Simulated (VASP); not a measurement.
# Ti (Fm-3m) in VASP: a series of runs

Ti is run at these levels: PBE; tasks: single point.

All numbers are computed with VASP 6.6.1; they aren't measurements. Logs are shortened: lines on timing, memory, paths and dates and some standing lists are left out, and cuts for length are marked.

## 1. The cell of the first run

The structure is cubic, space group Fm-3m (No. 225). The conventional cell has a = 3.656 Å, b = 3.656 Å, c = 3.656 Å, α = 90.00°, β = 90.00°, γ = 90.00°. Ti (site symmetry m-3m) has 12 Ti at 2.59 Å within 3.4 Å.

This isn't the form of Ti at room conditions, which is hcp.

## 2. Single point, PBE (12.21 Å³/atom)

INCAR

```
SYSTEM = Ti
PREC = Accurate
ENCUT = 520
EDIFF = 1E-7
ISMEAR = -1
SIGMA = 0.1
LREAL = .False.
LASPH = .True.
NELM = 100
ALGO = Normal
ISIF = 2
LWAVE = .False.
LCHARG = .True.
GGA = PE
LELF = .True.
LVHAR = .True.
NBANDS = 12
```

KPOINTS

```
regular mesh
0
Gamma
  18 18 18
  0 0 0
```

POSCAR

```
Ti
1.0
    0.0000000000      1.8278926141      1.8278926141
    1.8278926141      0.0000000000      1.8278926141
    1.8278926141      1.8278926141      0.0000000000
Ti
1
Direct
    0.0000000000      0.0000000000      0.0000000000
```

Potentials or basis: VASP PAW PBE potentials, release 64 (Ti_sv).

Command:

```bash
$ cat potpaw_PBE.64/Ti_sv/POTCAR > POTCAR
$ mpirun -np 1 vasp_std > vasp.out
```

OUTCAR:

```text
SYSTEM = Ti
   PREC = Accurate
   ENCUT = 520
   EDIFF = 1E-7
   ISMEAR = -1
   LREAL = .False.
   LASPH = .True.
   NELM = 100
   ISIF = 2
   GGA = PE

 ion  position               nearest neighbor table
   1  0.000  0.000  0.000-

  LATTYP: Found a face centered cubic cell.
 ALAT       =     3.6557852282

  Lattice vectors:

 A1 = (   0.0000000000,   1.8278926141,   1.8278926141)
 A2 = (   1.8278926141,   0.0000000000,   1.8278926141)
 A3 = (   1.8278926141,   1.8278926141,   0.0000000000)

Analysis of symmetry for initial positions (statically):
=====================================================================
 Subroutine PRICEL returns:
 Original cell was already a primitive cell.

 Routine SETGRP: Setting up the symmetry group for a
 face centered cubic supercell.

 Subroutine GETGRP returns: Found 48 space group operations
 (whereof 48 operations were pure point group operations)
 out of a pool of 48 trial point group operations.

The static configuration has the point symmetry O_h .

Analysis of symmetry for dynamics (positions and initial velocities):
=====================================================================
 Subroutine PRICEL returns:
 Original cell was already a primitive cell.

 Routine SETGRP: Setting up the symmetry group for a
 face centered cubic supercell.

 Subroutine GETGRP returns: Found 48 space group operations
 (whereof 48 operations were pure point group operations)
 out of a pool of 48 trial point group operations.

The dynamic configuration has the point symmetry O_h .

 Subroutine INISYM returns: Found 48 space group operations
 (whereof 48 operations are pure point group operations),
 and found     1 'primitive' translations

----------------------------------------------------------------------------------------

                                     Primitive cell

  volume of cell :      12.2147

  direct lattice vectors                    reciprocal lattice vectors
     0.000000000  1.827892614  1.827892614    -0.273539045  0.273539045  0.273539045
     1.827892614  0.000000000  1.827892614     0.273539045 -0.273539045  0.273539045
     1.827892614  1.827892614  0.000000000     0.273539045  0.273539045 -0.273539045

  length of vectors
     2.585030525  2.585030525  2.585030525     0.473783524  0.473783524  0.473783524

  position of ions in fractional coordinates (direct lattice)
     0.000000000  0.000000000  0.000000000

  ion indices of the primitive-cell ions
   primitive index   ion index
                 1           1

----------------------------------------------------------------------------------------

 KPOINTS: regular mesh

Automatic generation of k-mesh.
 Grid dimensions read from file:
 generate k-points for:   18   18   18

 Generating k-lattice:

  Cartesian coordinates                     Fractional coordinates (reciprocal lattice)
    -0.015196614  0.015196614  0.015196614     0.055555556  0.000000000  0.000000000
     0.015196614 -0.015196614  0.015196614     0.000000000  0.055555556  0.000000000
     0.015196614  0.015196614 -0.015196614     0.000000000  0.000000000  0.055555556

  Length of vectors
     0.026321307  0.026321307  0.026321307

  Shift w.r.t. Gamma in fractional coordinates (k-lattice)
     0.000000000  0.000000000  0.000000000

 Subroutine IBZKPT returns following result:
 ===========================================

 Found    195 irreducible k-points:

 Following reciprocal coordinates:
            Coordinates               Weight
  0.000000  0.000000  0.000000      1.000000
  0.055556  0.000000  0.000000      8.000000
  0.111111  0.000000  0.000000      8.000000
  0.166667  0.000000  0.000000      8.000000
  0.222222  0.000000  0.000000      8.000000
  0.277778  0.000000  0.000000      8.000000
[... 16 lines left out ...]
 -0.277778  0.055556  0.000000     24.000000
 -0.222222  0.055556  0.000000     24.000000
 [... further k-points ...]
   k-points           NKPTS =    195   k-points in BZ     NKDIM =    195   number of bands    NBANDS=     12
   number of dos      NEDOS =    301   number of ions     NIONS =      1
   total plane-waves  NPLWV =   8000
   dimension x,y,z NGX =    20 NGY =   20 NGZ =   20
   dimension x,y,z NGXF=    40 NGYF=   40 NGZF=   40
   ions per type =               1
   NGX,Y,Z   is equivalent  to a cutoff of  12.86, 12.86, 12.86 a.u.
   NGXF,Y,Z  is equivalent  to a cutoff of  25.72, 25.72, 25.72 a.u.
 SYSTEM =  Ti
   PREC   = accura    normal or accurate (medium, high low for compatibility)
   ISTART =      0    job   : 0-new  1-cont  2-samecut
   ICHARG =      2    charge: 1-file 2-atom 10-const
   ISPIN  =      1    spin polarized calculation?
   LNONCOLLINEAR =      F non collinear calculations
   LSORBIT =      F    spin-orbit coupling
   LASPH  =      T    aspherical Exc in radial PAW
   ENCUT  =  520.0 eV  38.22 Ry    6.18 a.u.   4.81  4.81  4.81*2*pi/ulx,y,z
   NELM   =    100;   NELMIN=  2; NELMDL= -5     # of ELM steps
   EDIFF  = 0.1E-06   stopping-criterion for ELM
   LREAL  =      F    real-space projection
   EDIFFG = 0.1E-05   stopping-criterion for IOM
   NSW    =      0    number of steps for IOM
   IBRION =     -1    ionic relax: 0-MD 1-quasi-New 2-CG
   NFREE  =      0    steps in history (QN), initial steepest desc. (CG)
   ISIF   =      2    stress and relaxation
   ISYM   =      2    0-nonsym 1-usesym 2-fastsym
   POTIM  = 0.5000    time-step for ionic-motion
   TEBEG  =    0.0;   TEEND  =   0.0 temperature during run
   PSTRESS=    0.0 pullay stress
   NELECT =      12.0000    total number of electrons
   NUPDOWN=      -1.0000    fix difference up-down
   EMIN   =  10.00;   EMAX   =-10.00  energy-range for DOS
   EFERMI =   0.00;   METHOD = LEGACY
   ISMEAR =    -1;   SIGMA  =   0.10  broadening in eV -4-tet -1-fermi 0-gaus
   EFERMI_NEDOS =   21; number of points for ismear=-14 and -15
   IALGO  =     38    algorithm
   IMIX   =      4    mixing-type and parameters
     AMIX     =   0.40;   BMIX     =  1.00
     AMIX_MAG =   1.60;   BMIX_MAG =  1.00
  volume/ion in A,a.u.               =      12.21        82.43
  Fermi-wavevector in a.u.,A,eV,Ry     =   1.627451  3.075436 36.036344  2.648597
  Thomas-Fermi vector in A             =   2.720244
   LORBIT       =      0    0 simple, 1 ext, 2 COOP (PROOUT), +10 PAW based schemes
   GGA     = PE    functional components
   LHFCALC =     F    Hartree Fock is set to
   AEXX    =    0.0000 exact exchange contribution
   IVDW    =     0    specifies the selected vdW correction
   LEPSILON=     F    determine dielectric tensor
   LRPA    =     F    only Hartree local field effects (RPA)
 non-spin polarized calculation
  energy-cutoff  :      520.00
  volume of cell :       12.21
 maximum number of plane-waves:       342
   NGX =  9   NGY =  9   NGZ =  9

 number of electron      11.9999995 magnetization

 Free energy of the ion-electron system (eV)
  ---------------------------------------------------
  ext. energy  EPLUGINS =         0.00000000
  ---------------------------------------------------
  free energy    TOTEN  =        -6.96809949 eV

  energy without entropy =       -6.93235263  energy(sigma->0) =       -6.95022606

 E-fermi :  12.5409     XC(G=0): -13.2640

 val. band max:       12.5307989908   @ k =   0.5000   0.1111   0.0000
 cond. band min:      12.5451741267   @ k =  -0.3333   0.3333   0.1667
 fundamental gap:      0.0143751359
 Fermi energy:        12.5408524060

 k-point     1 :       0.0000    0.0000    0.0000
  band No.  band energies     occupation
      1     -43.8278      2.00000
      2     -18.9340      2.00000
      3     -18.9340      2.00000
      4     -18.9340      2.00000
      5       5.8779      2.00000
      6      13.5075      0.00013
      7      13.5075      0.00013
      8      13.5075      0.00013
      9      16.1057      0.00000
     10      16.1057      0.00000
     11      29.7581      0.00000
     12      36.0970      0.00000

 k-point     2 :       0.0556    0.0000    0.0000
  band No.  band energies     occupation
      1     -43.8141      2.00000
      2     -18.9979      2.00000
      3     -18.9412      2.00000
      4     -18.9412      2.00000
      5       6.0222      2.00000
      6      13.4085      0.00034
      7      13.5647      0.00007
      8      13.5647      0.00007
      9      16.0618      0.00000
     10      16.0618      0.00000
     11      29.9608      0.00000
     12      35.1626      0.00000

 k-point     3 :       0.1111    0.0000    0.0000
  band No.  band energies     occupation
      1     -43.7745      2.00000
      2     -19.1797      2.00000
      3     -18.9618      2.00000
      4     -18.9618      2.00000
      5       6.4371      2.00000
      6      13.1484      0.00459
      7      13.7133      0.00002
      8      13.7133      0.00002
      9      15.9617      0.00000
     10      15.9617      0.00000
     11      30.4929      0.00000
     12      33.4564      0.00000
[... 286 lines left out ...]
 k-point    23 :      -0.2778    0.0556    0.0000
  band No.  band energies     occupation
      1     -43.5192      2.00000
      2     -20.2259      2.00000
      3     -19.1524      2.00000
      4     -19.0653      2.00000
      5       8.7458      2.00000
      6      12.5570      0.91942
      7      13.6790      0.00002
      8      13.8347      0.00000
      9      16.1832      0.00000
     10      17.0176      0.00000
     11      28.3664      0.00000
     12      31.1387      0.00000

 k-point    24 :      -0.2222    0.0556    0.0000
  band No.  band energies     occupation
      1     -43.6003      2.00000
      2     -19.9002      2.00000
      3     -19.1104      2.00000
      4     -19.0238      2.00000
      5       8.1497      2.00000
      6      12.4446      1.44736
      7      13.8593      0.00000
      8      13.9963      0.00000
      9      15.7415      0.00000
     10      16.5537      0.00000
     11      29.7267      0.00000
     12      31.5712      0.00000

 [... further k-points ...]

------------------------ aborting loop because EDIFF is reached ----------------------------------------

  FORCE on cell =-STRESS in cart. coord.  units (eV):
  Direction    XX          YY          ZZ          XY          YZ          ZX
  --------------------------------------------------------------------------------------
  -------------------------------------------------------------------------------------
  Total        5.0695825      5.0695825      5.0695825     -0.0000000      0.0000000      0.0000000
  in kB      664.9680042    664.9680042    664.9680042     -0.0000000      0.0000000      0.0000000
  external PRESSURE =     664.9680042 kB  Pullay stress =       0.0000000 kB

 VOLUME and BASIS-vectors are now :
 -----------------------------------------------------------------------------
  energy-cutoff  :      520.00
  volume of cell :       12.21
      direct lattice vectors                 reciprocal lattice vectors
     0.000000000  1.827892614  1.827892614    -0.273539045  0.273539045  0.273539045
     1.827892614  0.000000000  1.827892614     0.273539045 -0.273539045  0.273539045
     1.827892614  1.827892614  0.000000000     0.273539045  0.273539045 -0.273539045

 POSITION                                       TOTAL-FORCE (eV/Angst)
 -----------------------------------------------------------------------------------
      0.00000      0.00000      0.00000        -0.000000     -0.000000     -0.000000
 -----------------------------------------------------------------------------------
    total drift:                                0.000000     -0.000000      0.000000

  FREE ENERGIE OF THE ION-ELECTRON SYSTEM (eV)
  ---------------------------------------------------
  free  energy   TOTEN  =        -6.9680994947 eV

  energy  without entropy=       -6.9323526281  energy(sigma->0) =       -6.95022606
```

It took 48 s on 1 thread of Intel Xeon 8259CL, shared host; peak memory 0.15 GiB.

What came out:

| Item | Value |
| --- | --- |
| Free energy | -6.9681 eV |
| Pressure | 66.5 GPa |
| Band gap on the k mesh | zero (bands 6 and 7 overlap by 1.74 eV) |

Caveat: the cell stands under pressure.

## 3. Single point, PBE

INCAR

```
  ALGO = Normal
  EDIFF = 1E-7
  ENCUT = 520
  GGA = PE
  ISIF = 2
  ISMEAR = -1
  LASPH = True
  LCHARG = False
  LREAL = False
  LWAVE = False
  NBANDS = 12
  NELM = 60
  PREC = Accurate
  SIGMA = 0.1
```

KPOINTS

```
k-points
0
Gamma
  18 18 18
```

POSCAR

```
Ti
1.0
    0.0000000000      1.8271878723      1.8271878723
    1.8271878723      0.0000000000      1.8271878723
    1.8271878723      1.8271878723      0.0000000000
Ti
1
Direct
    0.0000000000      0.0000000000      0.0000000000
```

Potentials or basis: VASP PAW PBE potentials, release 64 (Ti_sv).

Command:

```bash
$ cat potpaw_PBE.64/Ti_sv/POTCAR > POTCAR
$ mpirun -np 1 vasp_std > vasp.out
```

OUTCAR:

```text
EDIFF = 1E-7
   ENCUT = 520
   GGA = PE
   ISIF = 2
   ISMEAR = -1
   LASPH = True
   LREAL = False
   NELM = 60
   PREC = Accurate

 ion  position               nearest neighbor table
   1  0.000  0.000  0.000-

  LATTYP: Found a face centered cubic cell.
 ALAT       =     3.6543757446

  Lattice vectors:

 A1 = (   0.0000000000,   1.8271878723,   1.8271878723)
 A2 = (   1.8271878723,   0.0000000000,   1.8271878723)
 A3 = (   1.8271878723,   1.8271878723,   0.0000000000)

[... 535 lines left out ...]
     11      29.7555      0.00000
     12      31.5998      0.00000

 [... further k-points ...]

------------------------ aborting loop because EDIFF is reached ----------------------------------------

  FORCE on cell =-STRESS in cart. coord.  units (eV):
  Direction    XX          YY          ZZ          XY          YZ          ZX
  --------------------------------------------------------------------------------------
  -------------------------------------------------------------------------------------
  Total        5.0893004      5.0893004      5.0893004     -0.0000000     -0.0000000      0.0000000
  in kB      668.3270888    668.3270888    668.3270888     -0.0000000     -0.0000000      0.0000000
  external PRESSURE =     668.3270888 kB  Pullay stress =       0.0000000 kB

 VOLUME and BASIS-vectors are now :
 -----------------------------------------------------------------------------
  energy-cutoff  :      520.00
  volume of cell :       12.20
      direct lattice vectors                 reciprocal lattice vectors
     0.000000000  1.827187872  1.827187872    -0.273644548  0.273644548  0.273644548
     1.827187872  0.000000000  1.827187872     0.273644548 -0.273644548  0.273644548
     1.827187872  1.827187872  0.000000000     0.273644548  0.273644548 -0.273644548

 POSITION                                       TOTAL-FORCE (eV/Angst)
 -----------------------------------------------------------------------------------
      0.00000      0.00000      0.00000        -0.000000      0.000000     -0.000000
 -----------------------------------------------------------------------------------
    total drift:                                0.000000      0.000000      0.000000

  FREE ENERGIE OF THE ION-ELECTRON SYSTEM (eV)
  ---------------------------------------------------
  free  energy   TOTEN  =        -6.9622166110 eV

  energy  without entropy=       -6.9265157072  energy(sigma->0) =       -6.94436616
```

OSZICAR:

```text
N       E                     dE             d eps       ncg     rms          rms(c)
DAV:   1     0.864964986354E+02    0.86496E+02   -0.65137E+03  4712   0.129E+03
DAV:   2    -0.364268678058E+01   -0.90139E+02   -0.87103E+02  4768   0.304E+02
DAV:   3    -0.724706520690E+01   -0.36044E+01   -0.35688E+01  5812   0.628E+01
DAV:   4    -0.734155809021E+01   -0.94493E-01   -0.94418E-01  5316   0.883E+00
DAV:   5    -0.734383160058E+01   -0.22735E-02   -0.22735E-02  5408   0.117E+00    0.130E+01
DAV:   6    -0.690335445679E+01    0.44048E+00   -0.99013E-01  5136   0.158E+01    0.486E+00
DAV:   7    -0.693042836907E+01   -0.27074E-01   -0.12688E-01  5816   0.481E+00    0.196E+00
DAV:   8    -0.696187056061E+01   -0.31442E-01   -0.77012E-02  4900   0.281E+00    0.111E-01
DAV:   9    -0.696202734657E+01   -0.15679E-03   -0.67987E-03  5356   0.712E-01    0.151E-01
DAV:  10    -0.696225272002E+01   -0.22537E-03   -0.70676E-04  4868   0.264E-01    0.393E-02
DAV:  11    -0.696221754011E+01    0.35180E-04   -0.43525E-05  5620   0.101E-01    0.695E-03
DAV:  12    -0.696221646286E+01    0.10773E-05   -0.12110E-06  5536   0.112E-02    0.217E-03
DAV:  13    -0.696221690933E+01   -0.44647E-06   -0.25520E-07  5376   0.469E-03    0.124E-03
DAV:  14    -0.696221661435E+01    0.29498E-06   -0.20856E-08  2688   0.157E-03    0.271E-04
DAV:  15    -0.696221661095E+01    0.33926E-08   -0.27447E-09  2460   0.530E-04
   1 F= -.69622166E+01 E0= -.69443662E+01  d E =-.357009E-01
```

It took 48 s on 1 thread of Intel Xeon 8259CL, shared host; peak memory 0.15 GiB.

What came out:

- Free energy: -6.9622 eV
- Pressure: 66.8 GPa
- Band gap on the k mesh: zero (bands 6 and 7 overlap by 1.74 eV)

Caveat: the cell stands under pressure.

## 4. Single point, PBE

INCAR

```
SYSTEM = Ti
ALGO     = Normal         ! electronic algorithm
EDIFF    = 1E-6           ! SCF threshold, eV
ENCUT    = 520            ! plane-wave cutoff, eV
GGA      = PE             ! functional
ISIF     = 2              ! what is computed and relaxed
ISMEAR   = -1             ! smearing method
LASPH    = .TRUE.         ! aspherical terms in the spheres
LCHARG   = .FALSE.        ! write CHGCAR
LREAL    = .FALSE.        ! projectors in reciprocal space
LWAVE    = .FALSE.        ! write WAVECAR
NBANDS   = 12             ! bands
NELM     = 80             ! most SCF steps
PREC     = Accurate       ! precision mode
SIGMA    = 0.1            ! smearing width, eV
```

KPOINTS

```
k-points
0
G
  18 18 18
  0 0 0
```

POSCAR

```
Ti
1.0
    0.0000000000      1.8270532976      1.8270532976
    1.8270532976      0.0000000000      1.8270532976
    1.8270532976      1.8270532976      0.0000000000
Ti
1
Direct
    0.0000000000      0.0000000000      0.0000000000
```

Command:

```bash
$ cat potpaw_PBE.64/Ti_sv/POTCAR > POTCAR
$ mpirun -np 1 vasp_std > vasp.out
```

Wall time 37 s (1 thread of Intel Xeon 8259CL, shared host); peak memory 0.15 GiB.

The run converged. Its results:

```
Free energy            : -6.9611 eV
Pressure               : 66.9 GPa
Band gap on the k mesh : zero (bands 6 and 7 overlap by 1.74 eV)
```

Levels at points of the mesh, in eV from the Fermi level:
```tsv
k point	band 4	band 5	band 6	band 7	band 8	band 9
(0.00, 0.00, 0.00)	-31.47	-6.66	0.97	0.97	0.97	3.57
(0.50, 0.00, 0.00)	-31.70	-3.54	0.74	0.74	2.10	5.31
(0.50, 0.50, 0.00)	-32.13	-4.15	-3.01	5.20	5.30	5.78
```

Caveat: the cell stands under pressure.
